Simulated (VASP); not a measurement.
Here is a VASP 6.6.1 calculation.

The input INCAR:

```
SYSTEM = SiC
PREC = Accurate
ENCUT = 520
EDIFF = 1E-7
ISMEAR = 1
SIGMA = 0.2
LREAL = .FALSE.
LASPH = .TRUE.
NELM = 80
ALGO = Normal
ISIF = 2
LWAVE = .FALSE.
LCHARG = .TRUE.
GGA = PS
LELF = .TRUE.
LVHAR = .TRUE.
NBANDS = 11
```

Contents of KPOINTS:

```
regular mesh
0
G
  8 8 8
  0 0 0
```

File POSCAR:

```
SiC
1.0
    0.0000000000      2.1780497564      2.1780497564
    2.1780497564      0.0000000000      2.1780497564
    2.1780497564      2.1780497564      0.0000000000
Si C
1 1
Direct
    0.2500000000      0.2500000000      0.2500000000
    0.0000000000      0.0000000000      0.0000000000
```

Potentials or basis: VASP PAW PBE potentials, release 64 (Si, C).

Launch:

```console
$ cat potpaw_PBE.64/Si/POTCAR potpaw_PBE.64/C/POTCAR > POTCAR
$ mpirun -np 1 vasp_std > vasp.out
```

Q: What does it give for the band gap on the k mesh?

A: 1.23 eV, indirect (least direct gap 4.44 eV).

Q: Estimate the pressure.

A: 0.5 GPa.

Caveat: the PAW data sets were made with another functional, which shifts forces and pressure a little. PBEsol gaps usually lie below the measured ones, often by a third to a half.
